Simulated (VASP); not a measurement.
# HfN (Fm-3m) in VASP: settings compared, part 3 of 3

VASP 6.6.1. The steps go on from the part before.

## (5) Relaxation of cell and atoms, PBE+D3(BJ)

This run uses another cell than the first one, of 11.48 Å³/atom, 0.993 times its volume.

The input, INCAR:

```
PREC = Accurate
ENCUT = 600
EDIFF = 1E-7
ISMEAR = -1
SIGMA = 0.1
LREAL = False
LASPH = True
NELM = 60
ALGO = Normal
ISIF = 3
LWAVE = False
LCHARG = False
GGA = PE
IVDW = 12
IBRION = 2
NSW = 80
EDIFFG = -0.01
```

The input, KPOINTS:

```
Automatic mesh
0
Gamma
  11 11 11
```

The input, POSCAR:

```
HfN
1.0
    0.0000000000      2.2560000000      2.2560000000
    2.2560000000      0.0000000000      2.2560000000
    2.2560000000      2.2560000000      0.0000000000
Hf N
1 1
Direct
    0.0000000000      0.0000000000      0.0000000000
    0.5000000000      0.5000000000      0.5000000000
```

Potentials or basis: VASP PAW PBE potentials, release 64 (Hf_pv, N).

On the command line:

```
$ cat potpaw_PBE.64/Hf_pv/POTCAR potpaw_PBE.64/N/POTCAR > POTCAR
$ mpirun -np 1 vasp_std > vasp.out
```

OUTCAR:

```text
PREC = Accurate
   ENCUT = 600
   EDIFF = 1E-7
   ISMEAR = -1
   LREAL = False
   LASPH = True
   NELM = 60
   ISIF = 3
   GGA = PE
   IVDW = 12
   IBRION = 2
   NSW = 80
   EDIFFG = -0.01
 IVDW          = 12

 ion  position               nearest neighbor table
   1  0.000  0.000  0.000-   2 2.26   2 2.26   2 2.26   2 2.26   2 2.26   2 2.26
   2  0.500  0.500  0.500-   1 2.26   1 2.26   1 2.26   1 2.26   1 2.26   1 2.26

  LATTYP: Found a face centered cubic cell.
 ALAT       =     4.5120000000

  Lattice vectors:

 A1 = (   0.0000000000,   2.2560000000,   2.2560000000)
 A2 = (   2.2560000000,   0.0000000000,   2.2560000000)
 A3 = (   2.2560000000,   2.2560000000,   0.0000000000)

Analysis of symmetry for initial positions (statically):
=====================================================================
 Subroutine PRICEL returns:
 Original cell was already a primitive cell.

 Routine SETGRP: Setting up the symmetry group for a
 face centered cubic supercell.

 Subroutine GETGRP returns: Found 48 space group operations
 (whereof 48 operations were pure point group operations)
 out of a pool of 48 trial point group operations.

The static configuration has the point symmetry O_h .

Analysis of symmetry for dynamics (positions and initial velocities):
=====================================================================
 Subroutine PRICEL returns:
 Original cell was already a primitive cell.

 Routine SETGRP: Setting up the symmetry group for a
 face centered cubic supercell.

 Subroutine GETGRP returns: Found 48 space group operations
 (whereof 48 operations were pure point group operations)
 out of a pool of 48 trial point group operations.

The dynamic configuration has the point symmetry O_h .

 Subroutine INISYM returns: Found 48 space group operations
 (whereof 48 operations are pure point group operations),
 and found     1 'primitive' translations

----------------------------------------------------------------------------------------

                                     Primitive cell

  volume of cell :      22.9640

  direct lattice vectors                    reciprocal lattice vectors
     0.000000000  2.256000000  2.256000000    -0.221631206  0.221631206  0.221631206
     2.256000000  0.000000000  2.256000000     0.221631206 -0.221631206  0.221631206
[... 104 lines left out ...]
     AMIX     =   0.40;   BMIX     =  1.00
     AMIX_MAG =   1.60;   BMIX_MAG =  1.00
  volume/ion in A,a.u.               =      11.48        77.48
  Fermi-wavevector in a.u.,A,eV,Ry     =   1.420440  2.684242 27.451783  2.017649
  Thomas-Fermi vector in A             =   2.541355
   LORBIT       =      0    0 simple, 1 ext, 2 COOP (PROOUT), +10 PAW based schemes
   GGA     = PE    functional components
   LHFCALC =     F    Hartree Fock is set to
   AEXX    =    0.0000 exact exchange contribution
   IVDW    =    12    specifies the selected vdW correction
   LEPSILON=     F    determine dielectric tensor
   LRPA    =     F    only Hartree local field effects (RPA)
 conjugate gradient relaxation of ions
 non-spin polarized calculation
  energy-cutoff  :      600.00
  volume of cell :       22.96
 maximum number of plane-waves:       781
 NGX is ok and might be reduce to    28
   NGX = 13   NGY = 13   NGZ = 13

--------------------------------------- Ionic step        1  -------------------------------------------

 number of electron      15.0000002 magnetization

 Free energy of the ion-electron system (eV)
  ---------------------------------------------------
  ext. energy  EPLUGINS =         0.00000000
  ---------------------------------------------------
  free energy    TOTEN  =       -21.76074992 eV

  energy without entropy =      -21.73819193  energy(sigma->0) =      -21.74947093

------------------------ aborting loop because EDIFF is reached ----------------------------------------

 Edisp (eV)   -0.77562

 E8    (eV) :    -0.3639
[... 71 lines left out ...]
--------------------------------------- Ionic step        3  -------------------------------------------

 number of electron      15.0000002 magnetization

 Free energy of the ion-electron system (eV)
  ---------------------------------------------------
  ext. energy  EPLUGINS =         0.00000000
  ---------------------------------------------------
  free energy    TOTEN  =       -21.75699146 eV

  energy without entropy =      -21.73454157  energy(sigma->0) =      -21.74576652

 E-fermi :   8.4309     XC(G=0): -12.7814

 val. band max:        8.4082130082   @ k =   0.4545   0.1818   0.0000
 cond. band min:       8.4528319248   @ k =  -0.0909   0.0909   0.0000
 fundamental gap:      0.0446189166
 Fermi energy:         8.4308562760

 k-point     1 :       0.0000    0.0000    0.0000
  band No.  band energies     occupation
      1     -22.6473      2.00000
      2     -22.6473      2.00000
      3     -22.6473      2.00000
      4      -9.0975      2.00000
      5       5.4297      2.00000
      6       5.4297      2.00000
      7       5.4297      2.00000
      8       8.1170      1.91694
      9       8.1170      1.91694
     10       8.1170      1.91694
     11      10.3546      0.00000
[... 309 lines left out ...]
 k-point    24 :      -0.1818    0.1818    0.0000
  band No.  band energies     occupation
      1     -23.2061      2.00000
      2     -22.8523      2.00000
      3     -22.6829      2.00000
      4      -7.5539      2.00000
      5       1.4502      2.00000
      6       2.8963      2.00000
      7       3.6560      2.00000
      8       9.3244      0.00026
      9       9.5482      0.00003
     10      11.5891      0.00000
     11      11.7742      0.00000

 [... further k-points ...]

------------------------ aborting loop because EDIFF is reached ----------------------------------------

 Edisp (eV)   -0.77994

 E8    (eV) :    -0.3659
[... 25 lines left out ...]
  FREE ENERGIE OF THE ION-ELECTRON SYSTEM (eV)
  ---------------------------------------------------
  free  energy   TOTEN  =       -22.5369310696 eV

  energy  without entropy=      -22.5144811782  energy(sigma->0) =      -22.52570612

 reached required accuracy - stopping structural energy minimisation
```

OSZICAR:

```text
N       E                     dE             d eps       ncg     rms          rms(c)
DAV:   1     0.451552156435E+02    0.45155E+02   -0.89160E+03  1232   0.143E+03
DAV:   2    -0.221465630890E+02   -0.67302E+02   -0.63233E+02  1593   0.284E+02
DAV:   3    -0.247414543263E+02   -0.25949E+01   -0.25673E+01  1580   0.493E+01
[... 26 lines left out ...]
DAV:   4    -0.217570000377E+02    0.37502E-04   -0.14143E-04  1546   0.125E-01    0.222E-01
DAV:   5    -0.217569921013E+02    0.79363E-05   -0.15592E-05  1463   0.339E-02    0.237E-02
DAV:   6    -0.217569913323E+02    0.76896E-06   -0.16544E-06  1552   0.132E-02    0.563E-03
DAV:   7    -0.217569914634E+02   -0.13103E-06   -0.61147E-08   802   0.274E-03    0.207E-03
DAV:   8    -0.217569914634E+02    0.18872E-10   -0.11188E-08   667   0.117E-03
   3 F= -.22536931E+02 E0= -.22525706E+02  d E =-.565929E-03
```

CONTCAR:

```text
HfN
   1.00000000000000
    -0.0000000000000000    2.2520109349915129    2.2520109349915129
     2.2520109349915129    0.0000000000000000    2.2520109349915129
     2.2520109349915129    2.2520109349915129    0.0000000000000000
  Hf              N
     1     1
Direct
     0.0000000000000000    0.0000000000000000    0.0000000000000000
     0.5000000000000000    0.5000000000000000    0.5000000000000000

  0.00000000E+00  0.00000000E+00  0.00000000E+00
  0.00000000E+00  0.00000000E+00  0.00000000E+00
```

Run time: 21 s. Hardware: 1 thread of Intel Xeon 6975P-C (Granite Rapids), shared host; peak memory 0.18 GiB.

What came out:

- Free energy: -22.5369 eV
- Relaxed volume: 11.42 Å³/atom
- Relaxed cell: a = 3.185 Å, b = 3.185 Å, c = 3.185 Å, α = 60.00°, β = 60.00°, γ = 60.00°
- Space group after relaxing (to 0.05 Å): Fm-3m (No. 225)
- Energy gained by relaxing: 0.3 meV/atom
- Ionic steps: 3
- Pressure after relaxing: 0.0 GPa
- Dispersion energy per atom: -0.390 eV

The path:
```
step  energy change (eV)  largest force (eV/Å)  pressure (GPa)  volume (Å³)
   1              0.0000                0.0000           -1.47        22.96
   2              0.0015                0.0000            2.91        22.61
   3             -0.0006                0.0000            0.01        22.84
```

Final structure:
```yaml
crystal:
  lattice:
    - [0.00000, 2.25201, 2.25201]
    - [2.25201, 0.00000, 2.25201]
    - [2.25201, 2.25201, 0.00000]
  atoms:
    - { symbol: Hf, position: [0.00000, 0.00000, 0.00000] }
    - { symbol: N, position: [0.50000, 0.50000, 0.50000] }
```

Caveat: spin-orbit coupling is left out, which moves the levels of the heavy elements; pairwise dispersion overbinds metals, which lowers pressure and volume.

## (6) Relaxation of cell and atoms, PBE+D4

This run uses another cell than the first one, of 11.48 Å³/atom, 0.993 times its volume.

The input, INCAR:

```
SYSTEM = HfN
  PREC = Accurate
  ENCUT = 600
  EDIFF = 1E-6
  ISMEAR = -1
  SIGMA = 0.1
  LREAL = .False.
  LASPH = .True.
  NELM = 60
  ALGO = Normal
  ISIF = 3
  LWAVE = .False.
  LCHARG = .False.
  GGA = PE
  IVDW = 13
  IBRION = 2
  NSW = 80
  EDIFFG = -0.01
```

The input, KPOINTS:

```
regular mesh
0
Gamma
  11 11 11
  0 0 0
```

POSCAR is that of step 5.

Potentials or basis: VASP PAW PBE potentials, release 64 (Hf_pv, N).

On the command line:

```
$ cat potpaw_PBE.64/Hf_pv/POTCAR potpaw_PBE.64/N/POTCAR > POTCAR
$ mpirun -np 1 vasp_std > vasp.out
```

It took 19 s on 1 thread of Intel Xeon 6975P-C (Granite Rapids), shared host; peak memory 0.17 GiB.

The run converged. Its results:

```yaml
Free_energy: -22.3279 eV
Relaxed_volume: 11.46 Å³/atom
Relaxed_cell: a = 3.188 Å, b = 3.188 Å, c = 3.188 Å, α = 60.00°, β = 60.00°, γ = 60.00°
Space_group_after_relaxing_to_0.05_Å: Fm-3m (No. 225)
Energy_gained_by_relaxing: 0.1 meV/atom
Ionic_steps: 3
Pressure_after_relaxing: 0.0 GPa
Dispersion_energy_per_atom: -0.284 eV
```

The path:
```
step  energy change (eV)  largest force (eV/Å)  pressure (GPa)  volume (Å³)
   1              0.0000                0.0000           -0.64        22.96
   2              0.0003                0.0000            1.22        22.81
   3             -0.0001                0.0000            0.01        22.91
```

Final structure:
```cif
data_structure
_symmetry_space_group_name_H-M 'P 1'
_symmetry_Int_Tables_number 1
_cell_length_a 3.1880
_cell_length_b 3.1880
_cell_length_c 3.1880
_cell_angle_alpha 60.000
_cell_angle_beta 60.000
_cell_angle_gamma 60.000
_cell_volume 22.91
loop_
_atom_site_label
_atom_site_type_symbol
_atom_site_fract_x
_atom_site_fract_y
_atom_site_fract_z
_atom_site_occupancy
Hf1 Hf 0.00000 0.00000 0.00000 1
N1 N 0.50000 0.50000 0.50000 1
```

Levels at points of the mesh, in eV from the Fermi level:
```tsv
k point	band 6	band 7	band 8	band 9	band 10	band 11
(0.00, 0.00, 0.00)	-3.00	-3.00	-0.31	-0.31	-0.31	1.89
```

Caveat: spin-orbit coupling is left out, which moves the levels of the heavy elements; pairwise dispersion overbinds metals, which lowers pressure and volume.

## (7) The runs side by side

```tsv
task	level	cell	cutoff (eV)	gap on the mesh (eV)	pressure (GPa)	relaxed volume (Å³/atom)
single point	PBE+D4	a = 3.198 Å, angles 60.0°, 2 atoms	520	none	-2.4	-
relaxation of cell and atoms	PBEsol	relaxed from a = 3.190 Å, angles 60.0°, 2 atoms	600	none	0.0	11.32
relaxation of cell and atoms	revPBE+D3(BJ)	relaxed from a = 3.190 Å, angles 60.0°, 2 atoms	600	none	0.0	11.36
relaxation of cell and atoms	PBE+D3(BJ)	relaxed from a = 3.190 Å, angles 60.0°, 2 atoms	600	none	0.0	11.42
relaxation of cell and atoms	PBE+D4	relaxed from a = 3.190 Å, angles 60.0°, 2 atoms	600	none	0.0	11.46
```

Alike in all rows: potentials or basis VASP PAW PBE potentials, release 64 (Hf_pv, N); no spin polarisation; k mesh 11 × 11 × 11; smearing fermi-dirac 0.1 eV.

Caveats: spin-orbit coupling is left out, which moves the levels of the heavy elements; pairwise dispersion overbinds metals, which lowers pressure and volume (some runs); the PAW data sets were made with another functional, which shifts forces and pressure a little (some runs).

Total energies depend on the potentials used, so only differences within one code and one set of settings carry meaning.
